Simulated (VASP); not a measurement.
The system is TePb.

```
Te Pb
1.0
     4.00229    0.00000    0.00000
     0.00000    4.00229    0.00000
     0.00000    0.00000    4.00229
Te Pb
1 1
Direct
  0.50000 0.50000 0.50000
  0.00000 0.00000 0.00000
```

* Program: VASP 6.6.1
* Task: relaxation of cell and atoms
* Functional: PBEsol
* Potentials or basis: VASP PAW PBE potentials, release 64 (Te, Pb_d)
* Cutoff: 600 eV
* k mesh: 10 × 10 × 10
* Occupations: fermi-dirac, width 0.05 eV
* Spin: no spin polarisation

At the start: pressure -2.9 GPa; volume 32.05 Å³/atom.

Task: How do energy, volume and symmetry change on relaxing?

Result: Over 3 steps the energy falls by 21.0 meV/atom and the volume is 29.85 Å³/atom (-6.9 %); space group Pm-3m (No. 221, to 0.05 Å).

Step by step:
| step | energy change (eV) | largest force (eV/Å) | pressure (GPa) | volume (Å³) |
| --- | --- | --- | --- | --- |
| 1 | 0.0000 | 0.0000 | -2.87 | 64.11 |
| 2 | -0.0404 | 0.0000 | 0.64 | 58.92 |
| 3 | -0.0419 | 0.0000 | 0.00 | 59.70 |

Final structure:
```xyz
2
Lattice="3.9084 0.0000 0.0000 0.0000 3.9084 0.0000 0.0000 0.0000 3.9084" Properties=species:S:1:pos:R:3 pbc="T T T"
Te    1.9542    1.9542    1.9542
Pb    0.0000    0.0000    0.0000
```

Caveat: the PAW data sets were made with another functional, which shifts forces and pressure a little.
